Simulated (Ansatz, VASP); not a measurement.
**One calculation of HfO2, two programs**

```
CELL_PARAMETERS angstrom
0.00000 2.23418 3.35127
2.23418 0.00000 3.35127
2.23418 2.23418 0.00000
ATOMIC_POSITIONS crystal
Hf 0.00000 0.00000 0.00000
O 0.25000 0.25000 0.25000
O 0.75000 0.75000 0.75000
```

Alike in both runs: task single point; functional PBE; k mesh 8 × 8 × 8; occupations gaussian, width 0.05 eV; no spin polarisation.

```csv
,VASP,Ansatz
version,VASP 6.6.1,Ansatz 0.2.0
potentials or method,"VASP PAW PBE potentials, release 64 (Hf_pv, O), cutoff 520 eV","scalar-relativistic, plane waves, PAW"
valence electrons in the cell,22,38
```

```tsv
	VASP	Ansatz	Ansatz less VASP
gap on the k mesh at the Fermi level (eV)	none	none	-
pressure (GPa)	-2.5	0.0	+2.56
traceless stress, the component that is largest in VASP (GPa)	-85.79	-85.15	+0.645
```

A gap of «none» marks a metal or a gap that the smearing closes. The functional is the same, so the differences come from potentials, cutoffs and numerics. VASP's potentials hold 22 valence electrons a cell and Ansatz's 38, so a difference there can come from the potentials and not from the codes.

Spin-orbit coupling is off throughout.
